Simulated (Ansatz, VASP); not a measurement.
## One calculation of CsMgBiO3, two programs

INCAR

```
SYSTEM = CsMgBiO3
PREC = Accurate ; ENCUT = 750
EDIFF = 1E-6 ; ISMEAR = 0
SIGMA = 0.01 ; LREAL = .FALSE.
LASPH = .TRUE. ; NELM = 120
ALGO = Normal ; ISIF = 2
LWAVE = .FALSE. ; LCHARG = .FALSE.
GGA = PE ; NBANDS = 35
GGA_COMPAT = .FALSE.
```

File KPOINTS:

```
Automatic mesh
0
G
  4 4 4
  0 0 0
```

The input POSCAR:

```
CsMgBiO3
1.0
    3.2305170000      1.8651400000      3.7970090000
   -3.2305170000      1.8651400000      3.7970090000
    0.0000000000     -3.7302800000      3.7970090000
Cs Mg Bi O
1 1 1 3
Direct
    0.9172820000      0.9172820000      0.9172820000
    0.3021920000      0.3021920000      0.3021920000
    0.5652990000      0.5652990000      0.5652990000
    0.4913920000      0.9822380000      0.4913920000
    0.4913920000      0.4913920000      0.9822380000
    0.9822380000      0.4913920000      0.4913920000
```

Input for Ansatz:

```yaml

crystal:
  lattice:
    - [3.230517, 1.86514, 3.797009]
    - [-3.230517, 1.86514, 3.797009]
    - [0.0, -3.73028, 3.797009]
  atoms:
    - { symbol: Cs, position: [0.917282, 0.917282, 0.917282] }
    - { symbol: Mg, position: [0.302192, 0.302192, 0.302192] }
    - { symbol: Bi, position: [0.565299, 0.565299, 0.565299] }
    - { symbol: O, position: [0.491392, 0.982238, 0.491392] }
    - { symbol: O, position: [0.491392, 0.491392, 0.982238] }
    - { symbol: O, position: [0.982238, 0.491392, 0.491392] }
kpoints:
  mp_grid: { grid: [4, 4, 4] }
hamiltonian:
  xc: pbe
scf:
  occupations: { method: fixed }
output:
  forces: true
  stress: true
```

Alike in both runs: task single point; functional PBE; k mesh 4 × 4 × 4; no spin polarisation.

|  | VASP | Ansatz |
| --- | --- | --- |
| version | VASP 6.6.1 | Ansatz 0.2.0 |
| potentials or method | VASP PAW PBE potentials, release 64 (Cs_sv, Mg_sv, Bi_d, O) | plane waves, PAW |
| plane-wave cutoff (eV) | 750 | 420 |
| occupations | gaussian, width 0.01 eV | fixed |
| valence electrons in the cell | 52 | 52 |

|  | VASP | Ansatz | Ansatz less VASP |
| --- | --- | --- | --- |
| pressure (GPa) | 0.2 | 0.2 | 0.00 |
| traceless stress, the component that is largest in VASP (GPa) | 0.70 | 0.82 | +0.124 |
| rms of the force components (eV/Å) | 0.096 | 0.116 | +0.0197 |

Atom by atom the forces differ by 0.021 eV/Å (rms over components).

Neither program's run includes spin-orbit coupling.
